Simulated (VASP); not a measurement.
**SiC: elastic constants with PBE**

Crystal: SiC.

```xyz
2
Lattice="0.0000 2.1899 2.1899 2.1899 0.0000 2.1899 2.1899 2.1899 0.0000" Properties=species:S:1:pos:R:3 pbc="T T T"
Si    0.0000    0.0000    0.0000
C     3.2848    3.2848    3.2848
```

```json
{
  "Program": "VASP 6.6.1",
  "Task": "elastic constants",
  "Functional": "PBE",
  "Potentials or basis": "VASP PAW PBE potentials, release 64 (Si, C)",
  "Cutoff": "600 eV",
  "k mesh": "10 × 10 × 10",
  "Occupations": "gaussian, width 0.01 eV",
  "Spin": "no spin polarisation",
  "Dipole correction": "no",
  "Ions in elastic constants": "relaxed",
  "Further INCAR settings": "ALGO = Normal; EDIFF = 1e-08; NBANDS = 11; IBRION = 6; POTIM = 0.015; NSW = 1; ISIF = 3"
}
```

* Elastic constants C11, C12, C44: 382, 126, 240 GPa
* Voigt bulk modulus: 212 GPa
* Highest phonon frequency at Γ, LO-TO splitting left out: 775 cm⁻¹

Phonon frequencies in cm⁻¹ (negative: imaginary):
| q point | frequencies |
| --- | --- |
| (0.000, 0.000, 0.000) | 0 0 0 775 775 775 |

Elastic tensor in Voigt notation (GPa, in the Cartesian axes of the cell as first typed):
```
382 126 126   0   0   0
126 382 126   0   0   0
126 126 382   0   0   0
  0   0   0 240   0   0
  0   0   0   0 240   0
  0   0   0   0   0 240
```

Clamped-ion elastic tensor (GPa):
```
382 126 126   0   0   0
126 382 126   0   0   0
126 126 382   0   0   0
  0   0   0 264   0   0
  0   0   0   0 264   0
  0   0   0   0   0 264
```

It took 9.8 min on 1 thread of Intel(R) Xeon(R) Platinum 8259CL CPU @ 2.50GHz (Skylake/Cascade Lake), on a shared host, peak memory 0.27 GiB.
